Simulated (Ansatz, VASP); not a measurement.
Tl in VASP and in Ansatz

```
Tl
1.0
     3.53456    0.00000    0.00000
    -1.76728    3.06102    0.00000
     0.00000    0.00000    5.47338
Tl
2
Direct
  0.33333 0.66667 0.25000
  0.66667 0.33333 0.75000
```

Alike in both runs: task relaxation of cell and atoms; functional PBE; k mesh 15 × 15 × 8; occupations gaussian, width 0.1 eV; no spin polarisation.

```csv
,VASP,Ansatz
version,VASP 6.6.1,Ansatz 0.2.0
potentials or method,"VASP PAW PBE potentials, release 64 (Tl_d), cutoff 600 eV","scalar-relativistic, plane waves, PAW"
valence electrons in the cell,26,26
```

Ansatz gave:

- gap on the k mesh at the Fermi level, each at its own relaxed structure (eV): none
- relaxed volume (Å³/atom): 31.43
- relaxed length of the cell vector where the two differ most in proportion (Å): 5.576

Task: Estimate VASP's values.

Result: gap on the k mesh at the Fermi level, each at its own relaxed structure (eV): none; relaxed volume (Å³/atom): 31.40; relaxed length of the cell vector where the two differ most in proportion (Å): 5.570.

A gap of «none» marks a metal or a gap that the smearing closes.

Spin-orbit coupling is off throughout.
